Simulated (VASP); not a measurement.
# Al2H (Fd-3m) in VASP: single point with PBE

Aim: the single point of Al2H with PBE.

Program: VASP 6.6.1. These are calculated values, not measurements. Logs are shortened: lines on timing, memory, paths and dates and some standing lists are left out, and cuts for length are marked.

### 1 The cell of the first run

It takes space group Fd-3m (No. 227, cubic). The conventional cell has a = 7.479 Å, b = 7.479 Å, c = 7.479 Å, α = 90.00°, β = 90.00°, γ = 90.00°. Al (site symmetry -3m) has 6 Al at 2.64 Å and 6 H at 3.10 Å within 3.5 Å. H (site symmetry -43m) has 12 Al at 3.10 Å and 4 H at 3.24 Å within 4.1 Å.

### 2 Single point, PBE

POSCAR

```
Al2H
1.0
    0.0000000000      3.7396407719      3.7396407719
    3.7396407719      0.0000000000      3.7396407719
    3.7396407719      3.7396407719      0.0000000000
Al H
4 2
Direct
    0.1250000000      0.1250000000      0.1250000000
    0.6250000000      0.1250000000      0.1250000000
    0.1250000000      0.1250000000      0.6250000000
    0.1250000000      0.6250000000      0.1250000000
    0.5000000000      0.5000000000      0.5000000000
    0.7500000000      0.7500000000      0.7500000000
```

INCAR.step1

```
ALGO = Normal
EDIFF = 1E-6
ENCUT = 520
GGA = PE
ISIF = 2
ISMEAR = 0
LASPH = T
LCHARG = T
LREAL = F
LWAVE = F
NBANDS = 16
NELM = 100
PREC = Accurate
SIGMA = 0.1
```

KPOINTS.step1

```
k-points
0
Gamma
  10 10 10
```

INCAR.step2

```
ALGO = Normal
EDIFF = 1E-6
ENCUT = 520
GGA = PE
ICHARG = 11
ISIF = 2
ISMEAR = -5
LASPH = T
LCHARG = F
LORBIT = 11
LREAL = F
LWAVE = F
NBANDS = 16
NEDOS = 1001
NELM = 100
PREC = Accurate
SIGMA = 0.1
```

KPOINTS.step2

```
k-points
0
Gamma
  15 15 15
```

Potentials or basis: VASP PAW PBE potentials, release 64 (Al, H).

Launch:

```console
$ cat potpaw_PBE.64/Al/POTCAR potpaw_PBE.64/H/POTCAR > POTCAR
$ cp INCAR.step1 INCAR
$ cp KPOINTS.step1 KPOINTS
$ mpirun -np 1 vasp_std > vasp.out
$ cp INCAR.step2 INCAR
$ cp KPOINTS.step2 KPOINTS
$ mpirun -np 1 vasp_std > vasp.out
```

OUTCAR:

```text
EDIFF = 1E-6
   ENCUT = 520
   GGA = PE
   ICHARG = 11
   ISIF = 2
   ISMEAR = -5
   LASPH = T
   LORBIT = 11
   LREAL = F
   NELM = 100
   PREC = Accurate

 ion  position               nearest neighbor table
   1  0.125  0.125  0.125-   2 2.64   3 2.64   4 2.64   3 2.64   4 2.64   2 2.64
   2  0.625  0.125  0.125-   1 2.64   3 2.64   4 2.64   1 2.64   3 2.64   4 2.64
   3  0.125  0.125  0.625-   1 2.64   1 2.64   2 2.64   4 2.64   4 2.64   2 2.64
   4  0.125  0.625  0.125-   1 2.64   3 2.64   1 2.64   2 2.64   3 2.64   2 2.64
   5  0.500  0.500  0.500-
   6  0.750  0.750  0.750-

  LATTYP: Found a face centered cubic cell.
 ALAT       =     7.4792815438

  Lattice vectors:

 A1 = (   0.0000000000,   3.7396407719,   3.7396407719)
 A2 = (   3.7396407719,   0.0000000000,   3.7396407719)
 A3 = (   3.7396407719,   3.7396407719,   0.0000000000)

Analysis of symmetry for initial positions (statically):
=====================================================================
 Subroutine PRICEL returns:
 Original cell was already a primitive cell.

 Routine SETGRP: Setting up the symmetry group for a
 face centered cubic supercell.

 Subroutine GETGRP returns: Found 48 space group operations
 (whereof 24 operations were pure point group operations)
 out of a pool of 48 trial point group operations.

The static configuration has the point symmetry T_d .
 The point group associated with its full space group is O_h .

Analysis of symmetry for dynamics (positions and initial velocities):
=====================================================================
 Subroutine PRICEL returns:
 Original cell was already a primitive cell.

 Routine SETGRP: Setting up the symmetry group for a
 face centered cubic supercell.

 Subroutine GETGRP returns: Found 48 space group operations
 (whereof 24 operations were pure point group operations)
 out of a pool of 48 trial point group operations.

The dynamic configuration has the point symmetry T_d .
 The point group associated with its full space group is O_h .

 Subroutine INISYM returns: Found 48 space group operations
 (whereof 24 operations are pure point group operations),
 and found     1 'primitive' translations

----------------------------------------------------------------------------------------

                                     Primitive cell

  volume of cell :     104.5971

  direct lattice vectors                    reciprocal lattice vectors
     0.000000000  3.739640772  3.739640772    -0.133702682  0.133702682  0.133702682
     3.739640772  0.000000000  3.739640772     0.133702682 -0.133702682  0.133702682
     3.739640772  3.739640772  0.000000000     0.133702682  0.133702682 -0.133702682

  length of vectors
     5.288650698  5.288650698  5.288650698     0.231579838  0.231579838  0.231579838

  position of ions in fractional coordinates (direct lattice)
     0.125000000  0.125000000  0.125000000
     0.625000000  0.125000000  0.125000000
     0.125000000  0.125000000  0.625000000
     0.125000000  0.625000000  0.125000000
     0.500000000  0.500000000  0.500000000
     0.750000000  0.750000000  0.750000000

  ion indices of the primitive-cell ions
   primitive index   ion index
                 1           1
                 2           2
                 3           3
                 4           4
                 5           5
                 6           6

----------------------------------------------------------------------------------------

 KPOINTS: k-points

Automatic generation of k-mesh.
 Grid dimensions read from file:
 generate k-points for:   15   15   15

 Generating k-lattice:

  Cartesian coordinates                     Fractional coordinates (reciprocal lattice)
    -0.008913512  0.008913512  0.008913512     0.066666667  0.000000000  0.000000000
     0.008913512 -0.008913512  0.008913512     0.000000000  0.066666667  0.000000000
     0.008913512  0.008913512 -0.008913512     0.000000000  0.000000000  0.066666667

  Length of vectors
     0.015438656  0.015438656  0.015438656

  Shift w.r.t. Gamma in fractional coordinates (k-lattice)
     0.000000000  0.000000000  0.000000000

 TETIRR: Found    484 inequivalent tetrahedra from    20250

 Subroutine IBZKPT returns following result:
 ===========================================

 Found    120 irreducible k-points:

 Following reciprocal coordinates:
            Coordinates               Weight
  0.000000  0.000000  0.000000      1.000000
  0.066667  0.000000  0.000000      8.000000
  0.133333  0.000000  0.000000      8.000000
  0.200000  0.000000  0.000000      8.000000
  0.266667  0.000000  0.000000      8.000000
  0.333333  0.000000  0.000000      8.000000
[... 16 lines left out ...]
  0.133333  0.133333  0.000000      6.000000
  0.200000  0.133333  0.000000     24.000000
 [... further k-points ...]
   k-points           NKPTS =    120   k-points in BZ     NKDIM =    120   number of bands    NBANDS=     16
   number of dos      NEDOS =   1001   number of ions     NIONS =      6
   total plane-waves  NPLWV =  64000
   dimension x,y,z NGX =    40 NGY =   40 NGZ =   40
   dimension x,y,z NGXF=    80 NGYF=   80 NGZF=   80
   ions per type =               4   2
   NGX,Y,Z   is equivalent  to a cutoff of  12.57, 12.57, 12.57 a.u.
   NGXF,Y,Z  is equivalent  to a cutoff of  25.15, 25.15, 25.15 a.u.
 SYSTEM =  unknown system
   PREC   = accura    normal or accurate (medium, high low for compatibility)
   ISTART =      0    job   : 0-new  1-cont  2-samecut
   ICHARG =     11    charge: 1-file 2-atom 10-const
   ISPIN  =      1    spin polarized calculation?
   LNONCOLLINEAR =      F non collinear calculations
   LSORBIT =      F    spin-orbit coupling
   LASPH  =      T    aspherical Exc in radial PAW
   ENCUT  =  520.0 eV  38.22 Ry    6.18 a.u.   9.83  9.83  9.83*2*pi/ulx,y,z
   NELM   =    100;   NELMIN=  2; NELMDL=  0     # of ELM steps
   EDIFF  = 0.1E-05   stopping-criterion for ELM
   LREAL  =      F    real-space projection
   EDIFFG = 0.1E-04   stopping-criterion for IOM
   NSW    =      0    number of steps for IOM
   IBRION =     -1    ionic relax: 0-MD 1-quasi-New 2-CG
   NFREE  =      0    steps in history (QN), initial steepest desc. (CG)
   ISIF   =      2    stress and relaxation
   ISYM   =      2    0-nonsym 1-usesym 2-fastsym
   POTIM  = 0.5000    time-step for ionic-motion
   TEBEG  =    0.0;   TEEND  =   0.0 temperature during run
   PSTRESS=    0.0 pullay stress
   NELECT =      14.0000    total number of electrons
   NUPDOWN=      -1.0000    fix difference up-down
   EMIN   =  10.00;   EMAX   =-10.00  energy-range for DOS
   EFERMI =   0.00;   METHOD = LEGACY
   ISMEAR =    -5;   SIGMA  =   0.10  broadening in eV -4-tet -1-fermi 0-gaus
   EFERMI_NEDOS =   21; number of points for ismear=-14 and -15
   IALGO  =     38    algorithm
   IMIX   =      4    mixing-type and parameters
     AMIX     =   0.40;   BMIX     =  1.00
     AMIX_MAG =   1.60;   BMIX_MAG =  1.00
  volume/ion in A,a.u.               =      17.43       117.64
  Fermi-wavevector in a.u.,A,eV,Ry     =   0.837422  1.582498  9.541431  0.701275
  Thomas-Fermi vector in A             =   1.951309
   LORBIT       =     11    0 simple, 1 ext, 2 COOP (PROOUT), +10 PAW based schemes
   GGA     = PE    functional components
   LHFCALC =     F    Hartree Fock is set to
   AEXX    =    0.0000 exact exchange contribution
   IVDW    =     0    specifies the selected vdW correction
   LEPSILON=     F    determine dielectric tensor
   LRPA    =     F    only Hartree local field effects (RPA)
 non-spin polarized calculation
 Fermi weights with tetrahedron method with Bloechl corrections
  energy-cutoff  :      520.00
  volume of cell :      104.60
 maximum number of plane-waves:      2840

 number of electron      13.9999999 magnetization

 Free energy of the ion-electron system (eV)
  ---------------------------------------------------
  ext. energy  EPLUGINS =         0.00000000
  ---------------------------------------------------
  free energy    TOTEN  =       -16.12530031 eV

  energy without entropy =      -16.12530031  energy(sigma->0) =      -16.12530031

 E-fermi :   3.5291     XC(G=0):  -8.7587

 val. band max:        3.6067556995   @ k =  -0.3333   0.2000   0.0000
 cond. band min:       3.4259093167   @ k =  -0.2667   0.2000   0.0000
 fundamental gap:     -0.1808463828
 Fermi energy:         3.5291041803

 k-point     1 :       0.0000    0.0000    0.0000
  band No.  band energies     occupation
      1      -5.7755      2.00000
      2      -0.5748      2.00000
      3       1.8068      2.00000
      4       2.3492      2.00000
      5       2.3492      2.00000
      6       2.3492      2.00000
[... 8 lines left out ...]
     15       7.7288      0.00000
     16      10.5245      0.00000

 k-point     2 :       0.0667    0.0000    0.0000
  band No.  band energies     occupation
      1      -5.7456      2.00000
      2      -0.6684      2.00000
      3       1.4678      2.00000
      4       2.1268      2.00000
      5       2.1268      2.00000
      6       2.1935      2.00000
[... 8 lines left out ...]
     15       7.8831      0.00000
     16      10.4139      0.00000

 k-point     3 :       0.1333    0.0000    0.0000
  band No.  band energies     occupation
      1      -5.6566      2.00000
      2      -0.9381      2.00000
      3       0.9351      2.00000
      4       1.8879      2.00000
      5       1.8879      2.00000
      6       2.3984      2.00000
[... 8 lines left out ...]
     15       8.2975      0.00000
     16      10.1047      0.00000

 k-point     4 :       0.2000    0.0000    0.0000
  band No.  band energies     occupation
      1      -5.5110      2.00000
      2      -1.3487      2.00000
      3       0.5224      2.00000
      4       1.6871      2.00000
      5       1.6871      2.00000
      6       2.6704      2.00000
[... 8 lines left out ...]
     15       8.8777      0.00000
     16       9.6675      0.00000

 k-point     5 :       0.2667    0.0000    0.0000
  band No.  band energies     occupation
      1      -5.3143      2.00000
      2      -1.8377      2.00000
      3       0.2399      2.00000
      4       1.5284      2.00000
      5       1.5284      2.00000
      6       2.5791      2.00000
[... 8 lines left out ...]
     15       9.4706      0.00000
     16       9.4706      0.00000

 k-point     6 :       0.3333    0.0000    0.0000
  band No.  band energies     occupation
      1      -5.0787      2.00000
      2      -2.3338      2.00000
      3       0.0561      2.00000
      4       1.4117      2.00000
      5       1.4117      2.00000
      6       2.4147      2.00000
[... 8 lines left out ...]
     15       9.3407      0.00000
     16      10.1300      0.00000
[... 267 lines left out ...]
 k-point    21 :      -0.1333    0.0667    0.0000
  band No.  band energies     occupation
      1      -5.5879      2.00000
      2      -1.1158      2.00000
      3       0.6360      2.00000
      4       1.6843      2.00000
      5       2.0623      2.00000
      6       2.3578      2.00000
[... 8 lines left out ...]
     15       8.7837      0.00000
     16       9.8627      0.00000

 k-point    22 :      -0.0667    0.0667    0.0000
  band No.  band energies     occupation
      1      -5.6959      2.00000
      2      -0.8151      2.00000
      3       1.1140      2.00000
      4       1.8396      2.00000
      5       2.1884      2.00000
      6       2.2654      2.00000
[... 8 lines left out ...]
     15       8.2399      0.00000
     16      10.2335      0.00000

 k-point    23 :       0.1333    0.1333    0.0000
  band No.  band energies     occupation
      1      -5.6164      2.00000
      2      -1.0077      2.00000
      3       1.0681      2.00000
      4       1.4051      2.00000
      5       1.4051      2.00000
      6       2.4786      2.00000
[... 8 lines left out ...]
     15       9.1222      0.00000
     16       9.9618      0.00000

 k-point    24 :       0.2000    0.1333    0.0000
  band No.  band energies     occupation
      1      -5.5085      2.00000
      2      -1.2641      2.00000
      3       0.6212      2.00000
      4       1.2109      2.00000
      5       1.5207      2.00000
      6       2.3043      2.00000
[... 8 lines left out ...]
     15       9.6245      0.00000
     16       9.7284      0.00000

 [... further k-points ...]
[... 5 lines left out ...]
  --------------------------------------------------------------------------------------
  -------------------------------------------------------------------------------------
  Total       -0.0145631     -0.0145631     -0.0145631      0.0000000     -0.0000000     -0.0000000
  in kB       -0.2230722     -0.2230722     -0.2230722      0.0000000     -0.0000000     -0.0000000
  external PRESSURE =      -0.2230722 kB  Pullay stress =       0.0000000 kB

 VOLUME and BASIS-vectors are now :
 -----------------------------------------------------------------------------
  energy-cutoff  :      520.00
  volume of cell :      104.60
      direct lattice vectors                 reciprocal lattice vectors
     0.000000000  3.739640772  3.739640772    -0.133702682  0.133702682  0.133702682
     3.739640772  0.000000000  3.739640772     0.133702682 -0.133702682  0.133702682
     3.739640772  3.739640772  0.000000000     0.133702682  0.133702682 -0.133702682

 POSITION                                       TOTAL-FORCE (eV/Angst)
 -----------------------------------------------------------------------------------
      0.93491      0.93491      0.93491        -0.000000     -0.000000      0.000000
      0.93491      2.80473      2.80473        -0.000000     -0.000000      0.000000
      2.80473      2.80473      0.93491        -0.000000     -0.000000      0.000000
      2.80473      0.93491      2.80473        -0.000000     -0.000000      0.000000
      3.73964      3.73964      3.73964        -0.000000     -0.000000     -0.000000
      5.60946      5.60946      5.60946         0.000000      0.000000      0.000000
 -----------------------------------------------------------------------------------
    total drift:                               -0.000000     -0.000000      0.000000

  FREE ENERGIE OF THE ION-ELECTRON SYSTEM (eV)
  ---------------------------------------------------
  free  energy   TOTEN  =       -16.1253003063 eV

  energy  without entropy=      -16.1253003063  energy(sigma->0) =      -16.12530031

 total charge

# of ion       s       p       d       tot
------------------------------------------
    1        0.487   0.310   0.000   0.797
    2        0.487   0.310   0.000   0.797
    3        0.487   0.310   0.000   0.797
    4        0.487   0.310   0.000   0.797
    5        0.384   0.003   0.000   0.386
    6        0.384   0.003   0.000   0.386
--------------------------------------------------
tot          2.715   1.245   0.000   3.960
```

Wall time 2.2 min (1 thread of Intel Xeon Platinum 8259CL at 2.50GHz (Skylake/Cascade Lake), shared host); peak memory 0.32 GiB.

Results:

```
Valence electrons inside the program's atomic spheres : Al 0.80; H 0.39
```

Caveat: tetrahedron occupations give inexact forces and stress in metals.
